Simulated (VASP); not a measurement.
# BeAl2 (P6/mmm) in VASP: notebook

Runs on BeAl2. Level: PBE. Tasks: single point, relaxation of cell and atoms.

All numbers are computed with VASP 6.6.1; they aren't measurements. Logs are shortened: lines on timing, memory, paths and dates and some standing lists are left out, and cuts for length are marked.

## 1. The cell of the first run

Symmetry: P6/mmm, No. 191, hexagonal system. Conventional cell: a = 4.227 Å, b = 4.227 Å, c = 5.183 Å, α = 90.00°, β = 90.00°, γ = 120.00°. Be (site symmetry -6m2) has 3 Be at 2.44 Å and 8 Al at 2.59 to 2.76 Å within 3.2 Å. Al (site symmetry 6mm) has 8 Al at 2.59 to 2.76 Å and 6 Be at 2.76 Å within 3.4 Å. Al (site symmetry -6m2) has 9 Al at 2.44 to 2.76 Å and 2 Be at 2.59 Å within 3.2 Å.

## 2. Single point, PBE

The input, INCAR:

```
SYSTEM = BeAl2
PREC = Accurate ; ENCUT = 520
EDIFF = 1E-6 ; ISMEAR = 0
SIGMA = 0.1 ; LREAL = .FALSE.
LASPH = .TRUE. ; NELM = 60
ALGO = Normal ; ISIF = 2
LWAVE = .FALSE. ; LCHARG = .FALSE.
GGA = PE ; NBANDS = 17
```

The input, KPOINTS:

```
Automatic mesh
0
G
  6 6 4
  0 0 0
```

The input, POSCAR:

```
BeAl2
1.0
    4.2274750500      0.0000000000      0.0000000000
   -2.1137375300      3.6611007900      0.0000000000
    0.0000000000      0.0000000000      5.1828844100
Be Al
2 4
Direct
    0.3333333300      0.6666666700      0.0000000000
    0.6666666700      0.3333333300      0.0000000000
    0.0000000000      0.0000000000      0.7500000000
    0.0000000000      0.0000000000      0.2500000000
    0.3333333300      0.6666666700      0.5000000000
    0.6666666700      0.3333333300      0.5000000000
```

Potentials or basis: VASP PAW PBE potentials, release 64 (Be, Al).

On the command line:

```sh
cat potpaw_PBE.64/Be/POTCAR potpaw_PBE.64/Al/POTCAR > POTCAR
mpirun -np 1 vasp_std > vasp.out
```

OUTCAR:

```text
SYSTEM = BeAl2
   PREC = Accurate
   ENCUT = 520
   EDIFF = 1E-6
   ISMEAR = 0
   LREAL = .FALSE.
   LASPH = .TRUE.
   NELM = 60
   ISIF = 2
   GGA = PE

 ion  position               nearest neighbor table
   1  0.333  0.667  0.000-   5 2.59   5 2.59   3 2.76   4 2.76   3 2.76   4 2.76   3 2.76   4 2.76

   2  0.667  0.333  0.000-   6 2.59   6 2.59   3 2.76   4 2.76   3 2.76   4 2.76   3 2.76   4 2.76

   3  0.000  0.000  0.750-   4 2.59   4 2.59   1 2.76   5 2.76   6 2.76   2 2.76   2 2.76   6 2.76
                             1 2.76   5 2.76   2 2.76   6 2.76   1 2.76   5 2.76
   4  0.000  0.000  0.250-   3 2.59   3 2.59   1 2.76   5 2.76   6 2.76   2 2.76   2 2.76   6 2.76
                             1 2.76   5 2.76   2 2.76   6 2.76   1 2.76   5 2.76
   5  0.333  0.667  0.500-   6 2.44   6 2.44   6 2.44   1 2.59   1 2.59   4 2.76   3 2.76   4 2.76
                             3 2.76   4 2.76   3 2.76
   6  0.667  0.333  0.500-   5 2.44   5 2.44   5 2.44   2 2.59   2 2.59   4 2.76   3 2.76   3 2.76
                             4 2.76   3 2.76   4 2.76

  LATTYP: Found a hexagonal cell.
 ALAT       =     4.2274750500
 C/A-ratio  =     1.2259999997

  Lattice vectors:

 A1 = (   4.2274750500,   0.0000000000,   0.0000000000)
 A2 = (  -2.1137375300,   3.6611007900,   0.0000000000)
 A3 = (   0.0000000000,   0.0000000000,   5.1828844100)

Analysis of symmetry for initial positions (statically):
=====================================================================
 Subroutine PRICEL returns:
 Original cell was already a primitive cell.

 Routine SETGRP: Setting up the symmetry group for a
 hexagonal supercell.

 Subroutine GETGRP returns: Found 24 space group operations
 (whereof 24 operations were pure point group operations)
 out of a pool of 24 trial point group operations.

The static configuration has the point symmetry D_6h.

Analysis of symmetry for dynamics (positions and initial velocities):
=====================================================================
 Subroutine PRICEL returns:
 Original cell was already a primitive cell.

 Routine SETGRP: Setting up the symmetry group for a
 hexagonal supercell.

 Subroutine GETGRP returns: Found 24 space group operations
 (whereof 24 operations were pure point group operations)
 out of a pool of 24 trial point group operations.

The dynamic configuration has the point symmetry D_6h.

 Subroutine INISYM returns: Found 24 space group operations
 (whereof 24 operations are pure point group operations),
 and found     1 'primitive' translations

[... 105 lines left out ...]
   ISYM   =      2    0-nonsym 1-usesym 2-fastsym
   POTIM  = 0.5000    time-step for ionic-motion
   TEBEG  =    0.0;   TEEND  =   0.0 temperature during run
   PSTRESS=    0.0 pullay stress
   NELECT =      16.0000    total number of electrons
   NUPDOWN=      -1.0000    fix difference up-down
   EMIN   =  10.00;   EMAX   =-10.00  energy-range for DOS
   EFERMI =   0.00;   METHOD = LEGACY
   ISMEAR =     0;   SIGMA  =   0.10  broadening in eV -4-tet -1-fermi 0-gaus
   EFERMI_NEDOS =   21; number of points for ismear=-14 and -15
   IALGO  =     38    algorithm
   IMIX   =      4    mixing-type and parameters
     AMIX     =   0.40;   BMIX     =  1.00
     AMIX_MAG =   1.60;   BMIX_MAG =  1.00
  volume/ion in A,a.u.               =      13.37        90.22
  Fermi-wavevector in a.u.,A,eV,Ry     =   0.956519  1.807558 12.448348  0.914928
  Thomas-Fermi vector in A             =   2.085454
   LORBIT       =      0    0 simple, 1 ext, 2 COOP (PROOUT), +10 PAW based schemes
   GGA     = PE    functional components
   LHFCALC =     F    Hartree Fock is set to
   AEXX    =    0.0000 exact exchange contribution
   IVDW    =     0    specifies the selected vdW correction
   LEPSILON=     F    determine dielectric tensor
   LRPA    =     F    only Hartree local field effects (RPA)
 non-spin polarized calculation
 Gauss-broadening in eV      SIGMA  =   0.10
  energy-cutoff  :      520.00
  volume of cell :       80.22
 maximum number of plane-waves:      2184
 NGX is ok and might be reduce to    32
   NGX = 15   NGY = 15   NGZ = 19

 number of electron      16.0000000 magnetization

 Free energy of the ion-electron system (eV)
  ---------------------------------------------------
  ext. energy  EPLUGINS =         0.00000000
  ---------------------------------------------------
  free energy    TOTEN  =       -20.21026765 eV

  energy without entropy =      -20.19883254  energy(sigma->0) =      -20.20455010

 E-fermi :   8.0067     XC(G=0): -10.3542

 val. band max:        7.9470194555   @ k =   0.1667   0.1667   0.0000
 cond. band min:       8.0185201589   @ k =   0.1667   0.1667   0.5000
 fundamental gap:      0.0715007034
 Fermi energy:         8.0067315256

 k-point     1 :       0.0000    0.0000    0.0000
  band No.  band energies     occupation
      1      -3.5370      2.00000
      2       1.8339      2.00000
      3       1.9766      2.00000
      4       6.1600      2.00000
      5       6.1600      2.00000
      6       6.2196      2.00000
[... 397 lines left out ...]
      4       1.3948      2.00000
      5       2.3551      2.00000
      6       2.3551      2.00000
[... 9 lines left out ...]
     16      12.2410      0.00000
     17      12.9469      0.00000

------------------------ aborting loop because EDIFF is reached ----------------------------------------

  FORCE on cell =-STRESS in cart. coord.  units (eV):
  Direction    XX          YY          ZZ          XY          YZ          ZX
  --------------------------------------------------------------------------------------
  -------------------------------------------------------------------------------------
  Total        4.6511458      4.6511458      1.3396679     -0.0000000      0.0000000      0.0000000
  in kB       92.8979805     92.8979806     26.7573728     -0.0000001      0.0000000      0.0000000
  external PRESSURE =      70.8511113 kB  Pullay stress =       0.0000000 kB

 VOLUME and BASIS-vectors are now :
 -----------------------------------------------------------------------------
  energy-cutoff  :      520.00
  volume of cell :       80.22
      direct lattice vectors                 reciprocal lattice vectors
     4.227475050  0.000000000  0.000000000     0.236547818  0.136570947  0.000000000
    -2.113737530  3.661100790  0.000000000     0.000000000  0.273141893  0.000000000
     0.000000000  0.000000000  5.182884410     0.000000000  0.000000000  0.192942756

 POSITION                                       TOTAL-FORCE (eV/Angst)
 -----------------------------------------------------------------------------------
     -0.00000      2.44073      0.00000         0.000000      0.000000     -0.000000
      2.11374      1.22037      0.00000        -0.000000     -0.000000     -0.000000
      0.00000      0.00000      3.88716         0.000000      0.000000      0.814921
      0.00000      0.00000      1.29572         0.000000     -0.000000     -0.814921
     -0.00000      2.44073      2.59144         0.000000     -0.000000     -0.000000
      2.11374      1.22037      2.59144        -0.000000      0.000000      0.000000
 -----------------------------------------------------------------------------------
    total drift:                                0.000000     -0.000000     -0.000000

  FREE ENERGIE OF THE ION-ELECTRON SYSTEM (eV)
  ---------------------------------------------------
  free  energy   TOTEN  =       -20.2102676518 eV

  energy  without entropy=      -20.1988325408  energy(sigma->0) =      -20.20455010
```

OSZICAR:

```text
N       E                     dE             d eps       ncg     rms          rms(c)
DAV:   1     0.121207229794E+02    0.12121E+02   -0.56166E+03   714   0.768E+02
DAV:   2    -0.194071809681E+02   -0.31528E+02   -0.28941E+02   979   0.107E+02
DAV:   3    -0.204561563476E+02   -0.10490E+01   -0.10346E+01   984   0.188E+01
DAV:   4    -0.204705973919E+02   -0.14441E-01   -0.14430E-01   869   0.279E+00
DAV:   5    -0.204709794691E+02   -0.38208E-03   -0.38207E-03   936   0.448E-01    0.346E+00
DAV:   6    -0.202811780249E+02    0.18980E+00   -0.11715E-01   833   0.168E+00    0.200E+00
DAV:   7    -0.202159052628E+02    0.65273E-01   -0.70976E-02   915   0.123E+00    0.469E-01
DAV:   8    -0.202108457587E+02    0.50595E-02   -0.51158E-03   843   0.389E-01    0.201E-01
DAV:   9    -0.202103426152E+02    0.50314E-03   -0.33076E-04   891   0.104E-01    0.109E-01
DAV:  10    -0.202102718651E+02    0.70750E-04   -0.82316E-05   877   0.470E-02    0.253E-02
DAV:  11    -0.202102676986E+02    0.41666E-05   -0.15811E-05   822   0.202E-02    0.919E-03
DAV:  12    -0.202102676518E+02    0.46719E-07   -0.11383E-06   525   0.627E-03
   1 F= -.20210268E+02 E0= -.20204550E+02  d E =-.114351E-01
```

It took 8.5 s on 1 thread of Intel Xeon 6975P-C (Granite Rapids), shared host; peak memory 0.19 GiB.

What came out:

```yaml
Free_energy: -20.2103 eV
Pressure: 7.1 GPa
Largest_force: 0.815 eV/Å
Band_gap_on_the_k_mesh: zero (band 8 reaches 10.17 eV, above the bottom of band 9 at 6.13 eV)
```

Forces on the atoms (eV/Å):
```
Be   0.000  0.000  0.000
Be   0.000  0.000  0.000
Al   0.000  0.000  0.815
Al   0.000  0.000 -0.815
Al   0.000  0.000  0.000
Al   0.000  0.000  0.000
```

Levels at points of the mesh, in eV from the Fermi level:
```tsv
k point	band 4	band 5	band 6	band 7	band 8	band 9	band 10	band 11	band 12	band 13
(0.00, 0.00, 0.00)	-1.85	-1.85	-1.79	-1.79	0.02	0.94	2.25	2.25	2.80	3.03
(0.50, 0.00, 0.00)	-4.33	-3.82	-3.22	-2.91	-2.91	0.03	1.75	1.77	2.71	5.66
(0.00, 0.00, 0.50)	-0.99	-0.88	-0.88	-0.79	-0.24	-0.24	-0.18	0.12	0.12	1.07
(0.50, 0.00, 0.50)	-6.41	-3.42	-2.70	-2.40	-0.95	2.02	2.77	2.95	3.06	6.00
```

## 3. Single point, PBE

This run uses another cell than the first one, of 14.36 Å³/atom, 1.074 times its volume.

The input, INCAR:

```
SYSTEM = BeAl2
PREC     = Accurate       ! precision mode
ENCUT    = 520            ! plane-wave cutoff, eV
EDIFF    = 1E-7           ! SCF threshold, eV
ISMEAR   = 0              ! smearing method
SIGMA    = 0.1            ! smearing width, eV
LREAL    = .False.        ! projectors in reciprocal space
LASPH    = .True.         ! aspherical terms in the spheres
NELM     = 60             ! most SCF steps
ALGO     = Normal         ! electronic algorithm
ISIF     = 2              ! what is computed and relaxed
LWAVE    = .False.        ! write WAVECAR
LCHARG   = .False.        ! write CHGCAR
GGA      = PE             ! functional
NBANDS   = 17             ! bands
```

The input, KPOINTS:

```
Automatic mesh
0
Gamma
  6 6 4
  0 0 0
```

The input, POSCAR:

```
BeAl2
1.0
    4.3720821513      0.0000000030      0.0000000000
   -2.1860410782      3.7863342090      0.0000000000
    0.0000000000      0.0000000000      5.2046816251
Be Al
2 4
Direct
    0.3333333333      0.6666666667      0.0000000000
    0.6666666667      0.3333333333      0.0000000000
    0.0000000000      0.0000000000      0.7572785542
    0.0000000000      0.0000000000      0.2427214458
    0.3333333333      0.6666666667      0.5000000000
    0.6666666667      0.3333333333      0.5000000000
```

Potentials or basis: VASP PAW PBE potentials, release 64 (Be, Al).

On the command line:

```sh
cat potpaw_PBE.64/Be/POTCAR potpaw_PBE.64/Al/POTCAR > POTCAR
mpirun -np 1 vasp_std > vasp.out
```

Wall time 12 s (1 thread of Intel Xeon 6975P-C (Granite Rapids), shared host); peak memory 0.21 GiB.

It converged, with:

- Free energy: -20.4044 eV
- Pressure: 0.2 GPa
- Band gap on the k mesh: zero (band 8 reaches 9.50 eV, above the bottom of band 9 at 5.56 eV)

Stress tensor (GPa, compression positive):
```
0.12 0.00 0.00
0.00 0.12 0.00
0.00 0.00 0.33
```

Levels at points of the mesh, in eV from the Fermi level:
| k point | band 5 | band 6 | band 7 | band 8 | band 9 | band 10 | band 11 | band 12 |
| --- | --- | --- | --- | --- | --- | --- | --- | --- |
| (0.00, 0.00, 0.00) | -1.77 | -1.71 | -1.71 | -0.40 | 0.42 | 2.29 | 2.29 | 2.48 |
| (0.50, 0.00, 0.00) | -3.46 | -2.96 | -2.93 | -2.64 | 0.24 | 1.59 | 1.89 | 2.48 |
| (0.00, 0.00, 0.50) | -0.78 | -0.78 | -0.43 | -0.20 | -0.20 | -0.12 | -0.02 | -0.02 |
| (0.50, 0.00, 0.50) | -3.13 | -2.58 | -2.38 | -1.15 | 2.30 | 2.94 | 3.16 | 3.31 |

## 4. Relaxation of cell and atoms, PBE

The input, INCAR:

```
PREC = Accurate
ENCUT = 600
EDIFF = 1E-6
ISMEAR = 0
SIGMA = 0.1
LREAL = False
LASPH = True
NELM = 100
ALGO = Normal
ISIF = 3
LWAVE = False
LCHARG = False
GGA = PE
IBRION = 2
NSW = 90
EDIFFG = -0.04
```

The input, KPOINTS:

```
Automatic mesh
0
Gamma
  6 6 4
```

The input, POSCAR:

```
BeAl2
1.0
    4.2274750500      0.0000000000      0.0000000000
   -2.1137375300      3.6611007900      0.0000000000
    0.0000000000      0.0000000000      5.1828844100
Be Al
2 4
Direct
    0.3333333300      0.6666666700      0.0000000000
    0.6666666700      0.3333333300      0.0000000000
    0.0000000000      0.0000000000      0.7500000000
    0.0000000000      0.0000000000      0.2500000000
    0.3333333300      0.6666666700      0.5000000000
    0.6666666700      0.3333333300      0.5000000000
```

On the command line:

```sh
cat potpaw_PBE.64/Be/POTCAR potpaw_PBE.64/Al/POTCAR > POTCAR
mpirun -np 1 vasp_std > vasp.out
```

It took 27 s on 1 thread of Intel Xeon 6975P-C (Granite Rapids), shared host; peak memory 0.22 GiB.

It converged, with:

```
Free energy                            : -20.4046 eV
Relaxed volume                         : 14.40 Å³/atom
Relaxed cell                           : a = 4.376 Å, b = 4.376 Å, c = 5.209 Å, α = 90.00°, β = 90.00°, γ = 120.00°
Space group after relaxing (to 0.05 Å) : P6/mmm (No. 191)
Energy gained by relaxing              : 32.3 meV/atom
Ionic steps                            : 4
Pressure after relaxing                : 0.0 GPa
Largest force after relaxing           : 0.016 eV/Å
```

Forces on the atoms (eV/Å):
```
Be   0.000  0.000  0.000
Be   0.000  0.000  0.000
Al   0.000  0.000 -0.016
Al   0.000  0.000  0.016
Al   0.000  0.000  0.000
Al   0.000  0.000  0.000
```

Stress tensor (GPa, compression positive):
```
-0.09  0.00  0.00
 0.00 -0.09  0.00
 0.00  0.00  0.14
```

Step by step:
```
step  energy change (eV)  largest force (eV/Å)  pressure (GPa)  volume (Å³)
   1              0.0000                0.8150            7.09        80.22
   2             -0.1912                0.0126           -0.86        87.26
   3             -0.1925                0.0459           -0.33        86.68
   4             -0.1940                0.0159           -0.01        86.37
```

Final structure:
```
Be Al
1.0
     4.37570    0.00000    0.00000
    -2.18785    3.78946    0.00000
     0.00000    0.00000    5.20886
Be Al
2 4
Cartesian
  0.0000 2.5263 0.0000
  2.1878 1.2632 5.2089
  0.0000 0.0000 3.9455
  -2.1878 3.7895 1.2634
  0.0000 2.5263 2.6044
  2.1878 1.2632 2.6044
```

Levels at points of the mesh, in eV from the Fermi level:
```tsv
k point	band 4	band 5	band 6	band 7	band 8	band 9	band 10	band 11	band 12
(0.00, 0.00, 0.00)	-1.76	-1.76	-1.70	-1.70	-0.41	0.41	2.29	2.29	2.48
(0.50, 0.00, 0.00)	-4.03	-3.45	-2.96	-2.93	-2.64	0.24	1.58	1.89	2.47
(0.00, 0.00, 0.50)	-0.77	-0.77	-0.77	-0.42	-0.20	-0.20	-0.12	-0.02	-0.02
(0.50, 0.00, 0.50)	-6.11	-3.13	-2.58	-2.38	-1.15	2.30	2.93	3.15	3.30
```

Caveat: the bands computed are all filled at some k points, so no gap is given.

## 5. Single point, PBE

This run uses another cell than the first one, of 14.33 Å³/atom, 1.072 times its volume.

The input, INCAR:

```
SYSTEM = BeAl2
  ALGO = Fast
  EDIFF = 1E-7
  ENCUT = 520
  GGA = PE
  ISIF = 2
  ISMEAR = 0
  LASPH = .True.
  LCHARG = .False.
  LREAL = .False.
  LWAVE = .False.
  NBANDS = 17
  NELM = 100
  PREC = Accurate
  SIGMA = 0.1
```

The input, KPOINTS:

```
k-points
0
Gamma
  12 12 8
  0 0 0
```

The input, POSCAR:

```
BeAl2
1.0
    4.3175536123      0.0000000000      0.0000000000
   -2.1587768061      3.7391111105      0.0000000000
    0.0000000000      0.0000000000      5.3252511420
Be Al
2 4
Direct
    0.3333333333      0.6666666667      0.0000000000
    0.6666666667      0.3333333333      0.0000000000
    0.0000000000      0.0000000000      0.7606966531
    0.0000000000      0.0000000000      0.2393033469
    0.3333333333      0.6666666667      0.5000000000
    0.6666666667      0.3333333333      0.5000000000
```

On the command line:

```sh
cat potpaw_PBE.64/Be/POTCAR potpaw_PBE.64/Al/POTCAR > POTCAR
mpirun -np 1 vasp_std > vasp.out
```

Wall time 47 s (1 thread of Intel Xeon 6975P-C (Granite Rapids), shared host); peak memory 0.26 GiB.

Results (log left out):

```
Free energy            : -20.5043 eV
Pressure               : 0.0 GPa
Band gap on the k mesh : zero (band 8 reaches 9.55 eV, above the bottom of band 9 at 5.38 eV)
```

Forces on the atoms (eV/Å):
```
Be   0.000  0.000  0.000
Be   0.000  0.000  0.000
Al   0.000  0.000  0.003
Al   0.000  0.000 -0.003
Al   0.000  0.000  0.000
Al   0.000  0.000  0.000
```

Levels at points of the mesh, in eV from the Fermi level:
```csv
k point,band 4,band 5,band 6,band 7,band 8,band 9,band 10,band 11,band 12,band 13
"(0.00, 0.00, 0.00)",-1.65,-1.65,-1.55,-1.55,-0.05,0.75,2.12,2.12,2.72,2.98
"(0.50, 0.00, 0.00)",-4.06,-3.58,-3.12,-2.92,-2.77,0.05,1.61,1.77,2.42,5.60
"(0.00, 0.00, 0.50)",-0.73,-0.65,-0.65,-0.52,-0.35,-0.16,-0.16,0.04,0.04,0.94
"(0.50, 0.00, 0.50)",-6.16,-3.10,-2.59,-2.22,-1.02,1.97,2.41,2.75,2.81,5.94
```

## 6. Summary

```csv
task,cell,k mesh,cutoff (eV),gap on the mesh (eV),pressure (GPa),largest force (eV/Å)
single point,"a = 4.227, b = 4.227, c = 5.183 Å, angles 90.0, 90.0, 120.0°, 6 atoms",6 × 6 × 4,520,none,7.1,0.81
single point,"a = 4.372, b = 4.372, c = 5.205 Å, angles 90.0, 90.0, 120.0°, 6 atoms",6 × 6 × 4,520,none,0.2,-
relaxation of cell and atoms,"relaxed from a = 4.227, b = 4.227, c = 5.183 Å, angles 90.0, 90.0, 120.0°, 6 atoms",6 × 6 × 4,600,-,0.0,0.02
single point,"a = 4.318, b = 4.318, c = 5.325 Å, angles 90.0, 90.0, 120.0°, 6 atoms",12 × 12 × 8,520,none,0.0,-
```

Alike in all rows: level PBE; potentials or basis VASP PAW PBE potentials, release 64 (Be, Al); no spin polarisation; smearing gaussian 0.1 eV.

Caveats: the bands computed are all filled at some k points, so no gap is given (some runs).

Total energies depend on the potentials used, so only differences within one code and one set of settings carry meaning.
